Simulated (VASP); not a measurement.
Set up this calculation in VASP 6.6.1, as the native input.

| Item | Value |
| --- | --- |
| Task | single point |
| Functional | PBE |
| Potentials or basis | VASP PAW PBE potentials, release 64 (Zr_sv, Nb_sv, N) |
| Cutoff | 600 eV |
| k mesh | 3 × 3 × 3 |
| Occupations | gaussian, width 0.15 eV |
| Spin | no spin polarisation |
| Dipole correction | no |
| Further INCAR settings | ALGO = Normal; EDIFF = 1e-06; NBANDS = 36 |

The structure of ZrNb2N3 lies in POSCAR:

```
ZrNb2N3
1.0
    5.5804789349     -0.0000000036      0.0000000000
   -2.7902394643      4.8328365247      0.0000000000
    0.0000000000      0.0000000000      3.9266612894
Zr Nb N
1 2 3
Direct
    0.0000000000      0.0000000000      0.5000000000
    0.3333333333      0.6666666667      0.5000000000
    0.6666666667      0.3333333333      0.5000000000
    0.3333333333      0.6666666667      0.0000000000
    0.6666666667      0.3333333333      0.0000000000
    0.0000000000      0.0000000000      0.0000000000
```

The cell was built from a structure type or drawn by symmetry, and may not be a known phase.

These files were run (other wordings do the same):

INCAR

```
SYSTEM = ZrNb2N3
PREC     = Accurate       ! precision mode
ENCUT    = 600            ! plane-wave cutoff, eV
EDIFF    = 1E-6           ! SCF threshold, eV
ISMEAR   = 0              ! smearing method
SIGMA    = 0.15           ! smearing width, eV
LREAL    = .False.        ! projectors in reciprocal space
LASPH    = .True.         ! aspherical terms in the spheres
NELM     = 120            ! most SCF steps
ALGO     = Normal         ! electronic algorithm
ISIF     = 2              ! what is computed and relaxed
LWAVE    = .False.        ! write WAVECAR
LCHARG   = .False.        ! write CHGCAR
GGA      = PE             ! functional
NBANDS   = 36             ! bands
GGA_COMPAT= .False.
```

KPOINTS

```
regular mesh
0
Gamma
  3 3 3
  0 0 0
```

Potentials or basis: VASP PAW PBE potentials, release 64 (Zr_sv, Nb_sv, N).

The run is started by

```sh
$ cat potpaw_PBE.64/Zr_sv/POTCAR potpaw_PBE.64/Nb_sv/POTCAR potpaw_PBE.64/N/POTCAR > POTCAR
$ mpirun -np 1 vasp_std > vasp.out
```

Results of the run:

The pressure is 0.1 GPa and the band gap on the k mesh is zero (an odd number of electrons rules out a gap without spin polarisation).

Caveat: the k points lie up to 0.53 Å⁻¹ apart, too coarse for converged energies and pressures of a metal.

It took 39 s on 1 thread of AMD EPYC 7R13 Processor (Zen 3) (shared host), peak memory 0.23 GiB.
